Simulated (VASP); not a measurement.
Co:

```
Co
1.0
     2.50540    0.00000    0.00000
    -1.25270    2.16974    0.00000
     0.00000    0.00000    4.08930
Co
2
Direct
  0.33333 0.66667 0.25000
  0.66667 0.33333 0.75000
```

Base run:

```yaml
Program: VASP 6.6.1
Functional: PBE
Potentials_or_basis: VASP PAW PBE potentials, release 64 (Co)
Cutoff: 520 eV
k_mesh: 11 × 11 × 6
Occupations: fermi-dirac, width 0.1 eV
Spin: no spin polarisation
```

Its results: pressure -15.0 GPa.

The run is repeated on the same cell with these changes: spin from no spin polarisation to collinear spin; further incar settings from ALGO = Normal; EDIFF = 1e-06; NBANDS = 16 to ALGO = Normal; EDIFF = 1e-06; NBANDS = 20. What comes out?

Pressure -5.7 GPa; net moment 3.17 μB per cell; site moments Co +1.61 μB.

Caveats: the cell stands under tension.
